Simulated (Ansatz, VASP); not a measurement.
# Sb: VASP beside Ansatz

```
Sb
1.0
     3.10954    0.00000    0.00000
     0.00000    3.10954    0.00000
     0.00000    0.00000    3.10954
Sb
1
Direct
  0.00000 0.00000 0.00000
```

Alike in both runs: functional PBE; k mesh 18 × 18 × 18; occupations gaussian, width 0.1 eV; no spin polarisation.

Ansatz relaxed the structure, and its values are those at the end. VASP's run is a single point on that final structure, the one shown.

|  | VASP | Ansatz |
| --- | --- | --- |
| version | VASP 6.6.1 | Ansatz 0.2.0 |
| potentials or method | VASP PAW PBE potentials, release 64 (Sb), cutoff 520 eV | scalar-relativistic, plane waves, PAW |
| valence electrons in the cell | 5 | 15 |

```csv
,VASP,Ansatz,Ansatz less VASP
gap on the k mesh at the Fermi level (eV),none,none,-
pressure (GPa),0.0,0.0,+0.02
```

A gap of «none» marks a metal or a gap that the smearing closes. With one functional, cell and mesh, what is left measures potentials, basis and numerics. VASP's potentials hold 5 valence electrons a cell and Ansatz's 15, so a difference there can come from the potentials and not from the codes.

Neither program's run includes spin-orbit coupling.
